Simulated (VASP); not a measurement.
# Sr3Ta2O (P-6m2) in VASP: notebook

The runs below take Sr3Ta2O through single point, with PBE.

All numbers are computed with VASP 6.6.1; they aren't measurements. Logs are shortened: lines on timing, memory, paths and dates and some standing lists are left out, and cuts for length are marked.

### 1 The cell of the first run

It takes space group P-6m2 (No. 187, hexagonal). Conventional cell: a = 4.300 Å, b = 4.300 Å, c = 9.033 Å, α = 90.00°, β = 90.00°, γ = 120.00°. Within 3.4 Å of Sr (site symmetry -6m2) lie 3 Sr at 2.48 Å and 6 Ta at 3.37 Å. Sr (site symmetry -6m2) has 3 O at 2.48 Å and 6 Ta at 3.34 Å within 3.4 Å. Sr (site symmetry -6m2) has 3 Sr at 2.48 Å and 6 Ta at 3.37 Å within 3.4 Å. Ta (site symmetry 3m) has 3 O at 3.34 Å and 9 Sr at 3.34 to 3.37 Å and 8 Ta at 4.30 to 4.55 Å within 4.6 Å. O (site symmetry -6m2) has 3 Sr at 2.48 Å and 6 Ta at 3.34 Å within 3.4 Å.

The cell was generated, and may not be a known phase.

### 2 Single point, PBE, collinear spin

File INCAR:

```
PREC     = Accurate       # precision mode
ENCUT    = 520            # plane-wave cutoff, eV
EDIFF    = 1E-6           # SCF threshold, eV
ISMEAR   = 0              # smearing method
SIGMA    = 0.1            # smearing width, eV
LREAL    = False          # projectors in reciprocal space
LASPH    = True           # aspherical terms in the spheres
NELM     = 150            # most SCF steps
ALGO     = Fast           # electronic algorithm
ISIF     = 2              # what is computed and relaxed
LWAVE    = False          # write WAVECAR
LCHARG   = False          # write CHGCAR
ISPIN    = 2              # spin polarisation
MAGMOM   = 0 0 0 1 1 0    # initial moments
LORBIT   = 11             # projections on sites
LMAXMIX  = 4              # l up to which the mixer works
GGA      = PE             # functional
NBANDS   = 42             # bands
```

File KPOINTS:

```
regular mesh
0
Gamma
  6 6 2
```

File POSCAR:

```
Sr3Ta2O
1.0
    4.3003540900      0.0000000000      0.0000000000
   -2.1501770400      3.7242158900      0.0000000000
    0.0000000000      0.0000000000      9.0325171700
Sr Ta O
3 2 1
Direct
    0.0000000000      0.0000000000      0.5000000000
    0.3333333300      0.6666666700      0.0000000000
    0.3333333300      0.6666666700      0.5000000000
    0.6666666700      0.3333333300      0.2478670000
    0.6666666700      0.3333333300      0.7521330000
    0.0000000000      0.0000000000      0.0000000000
```

Potentials or basis: VASP PAW PBE potentials, release 64 (Sr_sv, Ta_pv, O).

On the command line:

```console
$ cat potpaw_PBE.64/Sr_sv/POTCAR potpaw_PBE.64/Ta_pv/POTCAR potpaw_PBE.64/O/POTCAR > POTCAR
$ mpirun -np 1 vasp_std > vasp.out
```

OUTCAR:

```text
PREC = Accurate
   ENCUT = 520
   EDIFF = 1E-6
   ISMEAR = 0
   LREAL = False
   LASPH = True
   NELM = 150
   ISIF = 2
   ISPIN = 2
   LORBIT = 11
   GGA = PE

 ion  position               nearest neighbor table
   1  0.000  0.000  0.500-   3 2.48   3 2.48   3 2.48   5 3.37   4 3.37   5 3.37   4 3.37   5 3.37
                             4 3.37   3 4.97   3 4.97   3 4.97
   2  0.333  0.667  0.000-   6 2.48   6 2.48   6 2.48   4 3.34   5 3.34   4 3.34   5 3.34   4 3.34
                             5 3.34   3 4.52   3 4.52
   3  0.333  0.667  0.500-   1 2.48   1 2.48   1 2.48   4 3.37   5 3.37   4 3.37   5 3.37   5 3.37
                             4 3.37   2 4.52   2 4.52   1 4.97   1 4.97   1 4.97
   4  0.667  0.333  0.248-   2 3.34   2 3.34   2 3.34   1 3.37   3 3.37   3 3.37   1 3.37   1 3.37
                             3 3.37
   5  0.667  0.333  0.752-   2 3.34   2 3.34   2 3.34   1 3.37   3 3.37   3 3.37   1 3.37   1 3.37
                             3 3.37
   6  0.000  0.000  0.000-   2 2.48   2 2.48   2 2.48

 -----------------------------------------------------------------------------
|                                                                             |
|           W    W    AA    RRRRR   N    N  II  N    N   GGGG   !!!           |
|           W    W   A  A   R    R  NN   N  II  NN   N  G    G  !!!           |
|           W    W  A    A  R    R  N N  N  II  N N  N  G       !!!           |
|           W WW W  AAAAAA  RRRRR   N  N N  II  N  N N  G  GGG   !            |
|           WW  WW  A    A  R   R   N   NN  II  N   NN  G    G                |
|           W    W  A    A  R    R  N    N  II  N    N   GGGG   !!!           |
|                                                                             |
|     The distance between some ions is very small. Please check the          |
|     nearest-neighbor list in the OUTCAR file.                               |
|     I HOPE YOU KNOW WHAT YOU ARE DOING!                                     |
|                                                                             |
 -----------------------------------------------------------------------------

  LATTYP: Found a hexagonal cell.
 ALAT       =     4.3003540900
 C/A-ratio  =     2.1004124267

  Lattice vectors:

 A1 = (   4.3003540900,   0.0000000000,   0.0000000000)
 A2 = (  -2.1501770400,   3.7242158900,   0.0000000000)
 A3 = (   0.0000000000,   0.0000000000,   9.0325171700)

Analysis of symmetry for initial positions (statically):
=====================================================================
 Subroutine PRICEL returns:
 Original cell was already a primitive cell.

 Routine SETGRP: Setting up the symmetry group for a
 hexagonal supercell.

 Subroutine GETGRP returns: Found 12 space group operations
 (whereof 12 operations were pure point group operations)
 out of a pool of 24 trial point group operations.

The static configuration has the point symmetry D_3h.

Analysis of symmetry for dynamics (positions and initial velocities):
=====================================================================
 Subroutine PRICEL returns:
 Original cell was already a primitive cell.

 Routine SETGRP: Setting up the symmetry group for a
 hexagonal supercell.

 Subroutine GETGRP returns: Found 12 space group operations
 (whereof 12 operations were pure point group operations)
 out of a pool of 24 trial point group operations.

The dynamic configuration has the point symmetry D_3h.

Analysis of structural, dynamic, and magnetic symmetry:
=====================================================================
 Subroutine PRICEL returns:
 Original cell was already a primitive cell.

 Routine SETGRP: Setting up the symmetry group for a
 hexagonal supercell.

 Subroutine GETGRP returns: Found 12 space group operations
 (whereof 12 operations were pure point group operations)
 out of a pool of 24 trial point group operations.

The overall configuration has the point symmetry D_3h.

 Subroutine INISYM returns: Found 12 space group operations
 (whereof 12 operations are pure point group operations),
 and found     1 'primitive' translations

----------------------------------------------------------------------------------------

                                     Primitive cell

  volume of cell :     144.6598

  direct lattice vectors                    reciprocal lattice vectors
     4.300354090  0.000000000  0.000000000     0.232538991  0.134256448  0.000000000
    -2.150177040  3.724215890  0.000000000     0.000000000  0.268512898  0.000000000
     0.000000000  0.000000000  9.032517170     0.000000000  0.000000000  0.110711110

  length of vectors
     4.300354090  4.300354090  9.032517170     0.268512898  0.268512898  0.110711110

  position of ions in fractional coordinates (direct lattice)
     0.000000000  0.000000000  0.500000000
     0.333333330  0.666666670  0.000000000
     0.333333330  0.666666670  0.500000000
     0.666666670  0.333333330  0.247867000
     0.666666670  0.333333330  0.752133000
     0.000000000  0.000000000  0.000000000

  ion indices of the primitive-cell ions
   primitive index   ion index
                 1           1
                 2           2
[... 35 lines left out ...]
  0.333333  0.000000  0.000000      6.000000
  0.500000  0.000000  0.000000      3.000000
  0.166667  0.166667  0.000000      6.000000
  0.333333  0.166667  0.000000     12.000000
  0.333333  0.333333  0.000000      2.000000
  0.000000  0.000000  0.500000      1.000000
  0.166667  0.000000  0.500000      6.000000
  0.333333  0.000000  0.500000      6.000000
  0.500000  0.000000  0.500000      3.000000
  0.166667  0.166667  0.500000      6.000000
  0.333333  0.166667  0.500000     12.000000
  0.333333  0.333333  0.500000      2.000000
   k-points           NKPTS =     14   k-points in BZ     NKDIM =     14   number of bands    NBANDS=     42
   number of dos      NEDOS =    301   number of ions     NIONS =      6
   total plane-waves  NPLWV =  71680
   dimension x,y,z NGX =    32 NGY =   32 NGZ =   70
   dimension x,y,z NGXF=    64 NGYF=   64 NGZF=  140
   ions per type =               3   2   1
   NGX,Y,Z   is equivalent  to a cutoff of  12.37, 12.37, 12.88 a.u.
   NGXF,Y,Z  is equivalent  to a cutoff of  24.74, 24.74, 25.77 a.u.
 SYSTEM =  unknown system
   PREC   = accura    normal or accurate (medium, high low for compatibility)
   ISTART =      0    job   : 0-new  1-cont  2-samecut
   ICHARG =      2    charge: 1-file 2-atom 10-const
   ISPIN  =      2    spin polarized calculation?
   LNONCOLLINEAR =      F non collinear calculations
   LSORBIT =      F    spin-orbit coupling
   LASPH  =      T    aspherical Exc in radial PAW
   ENCUT  =  520.0 eV  38.22 Ry    6.18 a.u.   8.00  8.00 16.79*2*pi/ulx,y,z
   NELM   =    150;   NELMIN=  2; NELMDL= -5     # of ELM steps
   EDIFF  = 0.1E-05   stopping-criterion for ELM
   LREAL  =      F    real-space projection
   EDIFFG = 0.1E-04   stopping-criterion for IOM
   NSW    =      0    number of steps for IOM
   IBRION =     -1    ionic relax: 0-MD 1-quasi-New 2-CG
   NFREE  =      0    steps in history (QN), initial steepest desc. (CG)
   ISIF   =      2    stress and relaxation
   ISYM   =      2    0-nonsym 1-usesym 2-fastsym
   POTIM  = 0.5000    time-step for ionic-motion
   TEBEG  =    0.0;   TEEND  =   0.0 temperature during run
   PSTRESS=    0.0 pullay stress
   NELECT =      58.0000    total number of electrons
   NUPDOWN=      -1.0000    fix difference up-down
   EMIN   =  10.00;   EMAX   =-10.00  energy-range for DOS
   EFERMI =   0.00;   METHOD = LEGACY
   ISMEAR =     0;   SIGMA  =   0.10  broadening in eV -4-tet -1-fermi 0-gaus
   EFERMI_NEDOS =   21; number of points for ismear=-14 and -15
   IALGO  =     68    algorithm
   IMIX   =      4    mixing-type and parameters
     AMIX     =   0.40;   BMIX     =  1.00
     AMIX_MAG =   1.60;   BMIX_MAG =  1.00
  volume/ion in A,a.u.               =      24.11       162.70
  Fermi-wavevector in a.u.,A,eV,Ry     =   1.207169  2.281219 19.827197  1.457258
  Thomas-Fermi vector in A             =   2.342815
   LORBIT       =     11    0 simple, 1 ext, 2 COOP (PROOUT), +10 PAW based schemes
   GGA     = PE    functional components
   LHFCALC =     F    Hartree Fock is set to
   AEXX    =    0.0000 exact exchange contribution
   IVDW    =     0    specifies the selected vdW correction
   LEPSILON=     F    determine dielectric tensor
   LRPA    =     F    only Hartree local field effects (RPA)
 spin polarized calculation
 RMM-DIIS sequential band-by-band and
 Gauss-broadening in eV      SIGMA  =   0.10
  energy-cutoff  :      520.00
  volume of cell :      144.66
 maximum number of plane-waves:      3924
 NGX is ok and might be reduce to    32
   NGX = 15   NGY = 15   NGZ = 33

 number of electron      58.0000001 magnetization       4.2189604

 Free energy of the ion-electron system (eV)
  ---------------------------------------------------
  ext. energy  EPLUGINS =         0.00000000
  ---------------------------------------------------
  free energy    TOTEN  =       -23.31694594 eV

  energy without entropy =      -23.28020411  energy(sigma->0) =      -23.29857502

 E-fermi :   3.3626     XC(G=0): -10.0653

 val. band max:        3.3531658876   @ k =   0.1667   0.1667   0.5000
 cond. band min:       3.3814443662   @ k =   0.5000   0.0000   0.5000
 fundamental gap:      0.0282784786
 Fermi energy:         3.3625509338

 spin component 1

 k-point     1 :       0.0000    0.0000    0.0000
  band No.  band energies     occupation
      1     -33.0498      1.00000
      2     -31.8801      1.00000
      3     -31.8797      1.00000
      4     -31.8361      1.00000
      5     -31.8361      1.00000
      6     -31.8356      1.00000
[... 605 lines left out ...]
     40       5.9675      0.00000
     41       7.4768      0.00000
 Fermi energy:         3.3625509338

 spin component 2

 k-point     1 :       0.0000    0.0000    0.0000
  band No.  band energies     occupation
      1     -33.0141      1.00000
      2     -31.0890      1.00000
      3     -31.0890      1.00000
      4     -31.0885      1.00000
      5     -31.0885      1.00000
      6     -30.9993      1.00000
[... 605 lines left out ...]
     40       6.6955      0.00000
     41       7.6016      0.00000
 [bands above 41 left out]

------------------------ aborting loop because EDIFF is reached ----------------------------------------

  FORCE on cell =-STRESS in cart. coord.  units (eV):
  Direction    XX          YY          ZZ          XY          YZ          ZX
  --------------------------------------------------------------------------------------
  -------------------------------------------------------------------------------------
  Total       10.5433294     10.5433294      1.5467116      0.0000000      0.0000000      0.0000000
  in kB      116.7724781    116.7724783     17.1305795      0.0000002      0.0000000      0.0000000
  external PRESSURE =      83.5585119 kB  Pullay stress =       0.0000000 kB

 VOLUME and BASIS-vectors are now :
 -----------------------------------------------------------------------------
  energy-cutoff  :      520.00
  volume of cell :      144.66
      direct lattice vectors                 reciprocal lattice vectors
     4.300354090  0.000000000  0.000000000     0.232538991  0.134256448  0.000000000
    -2.150177040  3.724215890  0.000000000     0.000000000  0.268512898  0.000000000
     0.000000000  0.000000000  9.032517170     0.000000000  0.000000000  0.110711110

 POSITION                                       TOTAL-FORCE (eV/Angst)
 -----------------------------------------------------------------------------------
      0.00000      0.00000      4.51626         0.000000     -0.000000      0.000000
     -0.00000      2.48281      0.00000         0.000000     -0.000000      0.000000
     -0.00000      2.48281      4.51626        -0.000000      0.000000      0.000000
      2.15018      1.24141      2.23886        -0.000000     -0.000000      0.316416
      2.15018      1.24141      6.79365        -0.000000      0.000000     -0.316416
      0.00000      0.00000      0.00000         0.000000     -0.000000      0.000000
 -----------------------------------------------------------------------------------
    total drift:                                0.000009     -0.000005     -0.000000

  FREE ENERGIE OF THE ION-ELECTRON SYSTEM (eV)
  ---------------------------------------------------
  free  energy   TOTEN  =       -23.3169459429 eV

  energy  without entropy=      -23.2802041066  energy(sigma->0) =      -23.29857502

 total charge

# of ion       s       p       d       tot
------------------------------------------
    1        2.046   5.799   0.682   8.527
    2        2.030   5.780   0.301   8.111
    3        2.043   5.808   0.680   8.531
    4        0.382   5.981   2.246   8.609
    5        0.382   5.981   2.246   8.609
    6        1.581   3.272   0.000   4.853
--------------------------------------------------
tot          8.463  32.621   6.157  47.241

 magnetization (x)

# of ion       s       p       d       tot
------------------------------------------
    1        0.001   0.031   0.014   0.046
    2        0.009   0.022   0.052   0.083
    3        0.006   0.020   0.007   0.033
    4        0.037   0.011   1.247   1.294
    5        0.037   0.011   1.247   1.294
    6        0.007  -0.013   0.000  -0.006
--------------------------------------------------
tot          0.096   0.081   2.567   2.744
```

It took 6.4 min on 1 thread of Oxide Virtual Turin-like, shared host; peak memory 0.34 GiB.

What came out:

* Free energy: -23.3169 eV
* Pressure: 8.4 GPa
* Largest force: 0.316 eV/Å
* Net moment: 4.22 μB per cell
* Site moments: Sr +0.05, +0.08, +0.03; Ta +1.29; O -0.01 μB
* Valence electrons inside the program's atomic spheres: Sr 8.53, 8.11 (each value once); Ta 8.61; O 4.85

Forces on the atoms (eV/Å):
```
Sr   0.000  0.000  0.000
Sr   0.000  0.000  0.000
Sr   0.000  0.000  0.000
Ta   0.000  0.000  0.316
Ta   0.000  0.000 -0.316
O    0.000  0.000  0.000
```

Caveat: the stress differs along the axes, from 2 to 12 GPa; spin-orbit coupling is left out, which moves the levels of the heavy elements.

[end of part 1 of 2]
